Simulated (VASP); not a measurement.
Runs of VASP 6.6.1 on N. The structure is hexagonal, space group P6_3/mmc (No. 194). Conventional cell: a = 4.167 Å, b = 4.167 Å, c = 7.006 Å, α = 90.00°, β = 90.00°, γ = 120.00°. Within 1.5 Å of N (site symmetry 3m) lie 1 N at 1.11 Å. 

```tsv
level	share of exact exchange	gap on the mesh (eV)	pressure (GPa)	largest force (eV/Å)
PBE-based screened hybrid with 10 % exact exchange	0.1	8.03	(a)	0.43
PBE-based screened hybrid with 5 % exact exchange	0.05	7.57	(b)	0.77
PBE-based screened hybrid with 20 % exact exchange	0.2	8.97	(c)	0.24
PBE-based screened hybrid with 15 % exact exchange	0.15	8.50	0.2	0.09
```

Alike in all rows: task single point; potentials or basis VASP PAW PBE potentials, release 64 (N); no spin polarisation; cell as given; k mesh 4 × 4 × 2; cutoff (eV) 520; smearing fermi-dirac 0.05 eV.

Fill in the values left out.

(a) 0.5; (b) 0.9; (c) -0.2.

Caveats: all runs use coarse meshes; the standard files for N, O and F lose accuracy on very short bonds; this functional lacks dispersion, which holds the molecules together, so the pressure and a relaxed volume are unreliable; the PAW data sets were made with another functional, which shifts forces and pressure a little.

A k mesh can miss the band edges.
